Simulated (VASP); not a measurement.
# MoS2 (R3m) in VASP: notebook, part 2 of 2

VASP 6.6.1.

### 3 Electric field gradients, LDA (18.39 Å³/atom)

This run uses another cell than the first one, of 18.39 Å³/atom.

INCAR reads:

```
SYSTEM = MoS2
ALGO = Normal ; EDIFF = 1E-8
ENCUT = 520 ; ISIF = 2
ISMEAR = -1 ; LASPH = .TRUE.
LCHARG = .FALSE. ; LEFG = .TRUE.
LREAL = .FALSE. ; LWAVE = .FALSE.
NBANDS = 20 ; NELM = 80
PREC = Accurate ; SIGMA = 0.05
```

KPOINTS reads:

```
k-points
0
G
  15 15 15
  0 0 0
```

POSCAR reads:

```
MoS2
1.0
    1.6023119586      0.9250952406      6.2039093722
   -1.6023119586      0.9250952406      6.2039093722
    0.0000000000     -1.8501904812      6.2039093722
Mo S
1 2
Direct
    0.0000000000      0.0000000000      0.0000000000
    0.7484000000      0.7484000000      0.7484000000
    0.5849000000      0.5849000000      0.5849000000
```

Potentials or basis: VASP PAW LDA potentials, release 64 (Mo_sv, S).

Run with:

```bash
cat potpaw_LDA.64/Mo_sv/POTCAR potpaw_LDA.64/S/POTCAR > POTCAR
mpirun -np 1 vasp_std > vasp.out
```

OUTCAR:

```text
SYSTEM = MoS2
   EDIFF = 1E-8
   ENCUT = 520
   ISIF = 2
   ISMEAR = -1
   LASPH = .TRUE.
   LREAL = .FALSE.
   NELM = 80
   PREC = Accurate

 ion  position               nearest neighbor table
   1  0.000  0.000  0.000-   2 2.40   2 2.40   2 2.40   3 2.40   3 2.40   3 2.40
   2  0.748  0.748  0.748-   1 2.40   1 2.40   1 2.40
   3  0.585  0.585  0.585-   1 2.40   1 2.40   1 2.40

  LATTYP: Found a trigonal (rhomboedric) cell.
 ALAT       =     6.4739243365
 COS(alpha) =     0.8774851014

  Lattice vectors:

 A1 = (   1.6023119586,   0.9250952406,   6.2039093722)
 A2 = (  -1.6023119586,   0.9250952406,   6.2039093722)
 A3 = (   0.0000000000,  -1.8501904812,   6.2039093722)

Analysis of symmetry for initial positions (statically):
=====================================================================
 Subroutine PRICEL returns:
 Original cell was already a primitive cell.

 Routine SETGRP: Setting up the symmetry group for a
 trigonal (rhombohedral) supercell.

 Subroutine GETGRP returns: Found  6 space group operations
 (whereof  6 operations were pure point group operations)
 out of a pool of 12 trial point group operations.

The static configuration has the point symmetry C_3v.

Analysis of symmetry for dynamics (positions and initial velocities):
=====================================================================
 Subroutine PRICEL returns:
 Original cell was already a primitive cell.

 Routine SETGRP: Setting up the symmetry group for a
 trigonal (rhombohedral) supercell.

 Subroutine GETGRP returns: Found  6 space group operations
 (whereof  6 operations were pure point group operations)
 out of a pool of 12 trial point group operations.

The dynamic configuration has the point symmetry C_3v.

 Subroutine INISYM returns: Found  6 space group operations
 (whereof  6 operations are pure point group operations),
 and found     1 'primitive' translations

----------------------------------------------------------------------------------------

                                     Primitive cell

  volume of cell :      55.1760

  direct lattice vectors                    reciprocal lattice vectors
     1.602311959  0.925095241  6.203909372     0.312049097  0.180161630  0.053729562
    -1.602311959  0.925095241  6.203909372    -0.312049097  0.180161630  0.053729562
     0.000000000 -1.850190481  6.203909372     0.000000000 -0.360323260  0.053729562

  length of vectors
     6.473924337  6.473924337  6.473924337     0.364307175  0.364307175  0.364307175

  position of ions in fractional coordinates (direct lattice)
     0.000000000  0.000000000  0.000000000
     0.748400000  0.748400000  0.748400000
     0.584900000  0.584900000  0.584900000

  ion indices of the primitive-cell ions
   primitive index   ion index
                 1           1
                 2           2
                 3           3

----------------------------------------------------------------------------------------

[... 72 lines left out ...]
   NSW    =      0    number of steps for IOM
   IBRION =     -1    ionic relax: 0-MD 1-quasi-New 2-CG
   NFREE  =      0    steps in history (QN), initial steepest desc. (CG)
   ISIF   =      2    stress and relaxation
   ISYM   =      2    0-nonsym 1-usesym 2-fastsym
   POTIM  = 0.5000    time-step for ionic-motion
   TEBEG  =    0.0;   TEEND  =   0.0 temperature during run
   PSTRESS=    0.0 pullay stress
   NELECT =      26.0000    total number of electrons
   NUPDOWN=      -1.0000    fix difference up-down
   EMIN   =  10.00;   EMAX   =-10.00  energy-range for DOS
   EFERMI =   0.00;   METHOD = LEGACY
   ISMEAR =    -1;   SIGMA  =   0.05  broadening in eV -4-tet -1-fermi 0-gaus
   EFERMI_NEDOS =   21; number of points for ismear=-14 and -15
   IALGO  =     38    algorithm
   IMIX   =      4    mixing-type and parameters
     AMIX     =   0.40;   BMIX     =  1.00
     AMIX_MAG =   1.60;   BMIX_MAG =  1.00
  volume/ion in A,a.u.               =      18.39       124.12
  Fermi-wavevector in a.u.,A,eV,Ry     =   1.273941  2.407399 22.081233  1.622925
  Thomas-Fermi vector in A             =   2.406736
   LORBIT       =      0    0 simple, 1 ext, 2 COOP (PROOUT), +10 PAW based schemes
   GGA     = CA    functional components
   LHFCALC =     F    Hartree Fock is set to
   AEXX    =    0.0000 exact exchange contribution
   IVDW    =     0    specifies the selected vdW correction
   LEPSILON=     F    determine dielectric tensor
   LRPA    =     F    only Hartree local field effects (RPA)
 non-spin polarized calculation
  energy-cutoff  :      520.00
  volume of cell :       55.18
 maximum number of plane-waves:      1505
   NGX = 23   NGY = 23   NGZ = 23

 number of electron      25.9999998 magnetization

 Free energy of the ion-electron system (eV)
  ---------------------------------------------------
  ext. energy  EPLUGINS =         0.00000000
  ---------------------------------------------------
  free energy    TOTEN  =       -24.40837278 eV

  energy without entropy =      -24.40836231  energy(sigma->0) =      -24.40836755

 E-fermi :   7.3994     XC(G=0): -10.9196

 val. band max:        7.1313798334   @ k =   0.4667   0.4667   0.4667
 cond. band min:       7.7676917340   @ k =  -0.2000   0.4667   0.1333
 fundamental gap:      0.6363119006
 Fermi energy:         7.3993708143

 k-point     1 :       0.0000    0.0000    0.0000
  band No.  band energies     occupation
      1     -54.2024      2.00000
      2     -28.5406      2.00000
      3     -28.3529      2.00000
      4     -28.3529      2.00000
      5      -7.8725      2.00000
      6      -6.1414      2.00000
[... 541 lines left out ...]
     19      15.4444      0.00000
     20      15.9801      0.00000

 [... further k-points ...]
[... 5 lines left out ...]
  --------------------------------------------------------------------------------------
  -------------------------------------------------------------------------------------
  Total       -2.2389606     -2.2389606     -0.0609704      0.0000000      0.0000000      0.0000000
  in kB      -65.0139899    -65.0139899     -1.7704331      0.0000000      0.0000000      0.0000000
  external PRESSURE =     -43.9328043 kB  Pullay stress =       0.0000000 kB

 VOLUME and BASIS-vectors are now :
 -----------------------------------------------------------------------------
  energy-cutoff  :      520.00
  volume of cell :       55.18
      direct lattice vectors                 reciprocal lattice vectors
     1.602311959  0.925095241  6.203909372     0.312049097  0.180161630  0.053729562
    -1.602311959  0.925095241  6.203909372    -0.312049097  0.180161630  0.053729562
     0.000000000 -1.850190481  6.203909372     0.000000000 -0.360323260  0.053729562

 POSITION                                       TOTAL-FORCE (eV/Angst)
 -----------------------------------------------------------------------------------
      0.00000      0.00000      0.00000         0.000000      0.000000     -0.002445
      0.00000      0.00000     13.92902         0.000000     -0.000000      0.151592
      0.00000      0.00000     10.88600         0.000000      0.000000     -0.149147
 -----------------------------------------------------------------------------------
    total drift:                                0.000000      0.000000      0.000033

  FREE ENERGIE OF THE ION-ELECTRON SYSTEM (eV)
  ---------------------------------------------------
  free  energy   TOTEN  =       -24.4083727838 eV

  energy  without entropy=      -24.4083623102  energy(sigma->0) =      -24.40836755

 Electric field gradients (V/A^2)
---------------------------------------------------------------------
 ion       V_xx      V_yy      V_zz      V_xy      V_xz      V_yz
---------------------------------------------------------------------
   1      45.923    45.923   -91.845     0.000     0.000     0.000
   2      30.576    30.576   -61.152     0.000    -0.000    -0.000
   3      29.929    29.929   -59.857     0.000     0.000     0.000
---------------------------------------------------------------------

 Electric field gradients after diagonalization (V/A^2)
 (convention: |V_zz| > |V_xx| > |V_yy|)
----------------------------------------------------------------------
 ion       V_xx      V_yy      V_zz     asymmetry (V_yy - V_xx)/ V_zz
----------------------------------------------------------------------
   1      45.923    45.923   -91.845       0.000
   2      30.576    30.576   -61.152       0.000
   3      29.929    29.929   -59.857       0.000
----------------------------------------------------------------------

           NMR quadrupolar parameters

 Cq : quadrupolar parameter    Cq=e*Q*V_zz/h
 eta: asymmetry parameters     (V_yy - V_xx)/ V_zz
 Q  : nuclear electric quadrupole moment in mb (millibarn)
----------------------------------------------------------------------
 ion       Cq(MHz)       eta       Q (mb)
----------------------------------------------------------------------
   1      -0.222       0.000       1.000
   2      -0.148       0.000       1.000
   3      -0.145       0.000       1.000
----------------------------------------------------------------------
```

OSZICAR:

```text
N       E                     dE             d eps       ncg     rms          rms(c)
DAV:   1     0.189493920439E+03    0.18949E+03   -0.13234E+04 13808   0.122E+03
DAV:   2    -0.174909257707E+02   -0.20698E+03   -0.20123E+03 16108   0.323E+02
DAV:   3    -0.258294773768E+02   -0.83386E+01   -0.82480E+01 16848   0.606E+01
DAV:   4    -0.259349101514E+02   -0.10543E+00   -0.10536E+00 16508   0.715E+00
DAV:   5    -0.259366213942E+02   -0.17112E-02   -0.17111E-02 17388   0.898E-01    0.248E+01
DAV:   6    -0.247873517762E+02    0.11493E+01   -0.10516E+01 15476   0.208E+01    0.842E+00
DAV:   7    -0.245088620797E+02    0.27849E+00   -0.35023E+00 14912   0.120E+01    0.611E+00
DAV:   8    -0.244102548659E+02    0.98607E-01   -0.46223E-01 16212   0.447E+00    0.130E+00
DAV:   9    -0.244091160239E+02    0.11388E-02   -0.13880E-02 15928   0.770E-01    0.382E-01
DAV:  10    -0.244083994293E+02    0.71659E-03   -0.44844E-03 15716   0.467E-01    0.731E-02
DAV:  11    -0.244083753939E+02    0.24035E-04   -0.36025E-04 15868   0.136E-01    0.497E-02
DAV:  12    -0.244083714729E+02    0.39210E-05   -0.23091E-05 16076   0.293E-02    0.130E-02
DAV:  13    -0.244083728855E+02   -0.14126E-05   -0.99400E-06 15684   0.189E-02    0.690E-03
DAV:  14    -0.244083727608E+02    0.12468E-06   -0.10548E-06 15996   0.720E-03    0.316E-03
DAV:  15    -0.244083727847E+02   -0.23902E-07   -0.90786E-08 15592   0.190E-03    0.869E-04
DAV:  16    -0.244083727838E+02    0.92086E-09   -0.82725E-09  9788   0.608E-04
   1 F= -.24408373E+02 E0= -.24408368E+02  d E =-.104735E-04
```

Run time: 16 min. Hardware: 1 thread of AMD EPYC 7R13 (Zen 3), shared host; peak memory 0.48 GiB.

What came out:

```
Free energy                             : -24.4084 eV
Pressure                                : -4.4 GPa
Largest force                           : 0.152 eV/Å
Band gap on the k mesh                  : 0.64 eV (least direct gap 1.55 eV)
Largest electric field gradient by atom : Mo -91.8; S -61.2, -59.9 V/Å²
```

Forces in eV/Å, atoms in the order of the input:
```
Mo   0.000  0.000 -0.002
S    0.000  0.000  0.152
S    0.000  0.000 -0.149
```

Stress tensor (GPa, compression positive):
```
-6.50  0.00  0.00
 0.00 -6.50  0.00
 0.00  0.00 -0.18
```

Levels at points of the mesh, in eV from the valence-band top:
```
           k point  band 10  band 11  band 12  band 13  band 14  band 15  band 16  band 17
(0.00, 0.00, 0.00)    -2.53    -2.53    -1.26    -1.09     1.85     1.85     2.31     2.31
```

Electric field gradients, principal values (V/Å²):
```
atom   least  middle  greatest (by size)
1 Mo  45.923  45.923             -91.845
 2 S  30.576  30.576             -61.152
 3 S  29.929  29.929             -59.857
```

Caveat: the stress differs along the axes, from -7 to -0 GPa; semilocal functionals underestimate gaps, and a narrow one can read as zero; without QUAD_EFG the Cq values of the log hold for a quadrupole moment of 1 mb, not for the nuclei.
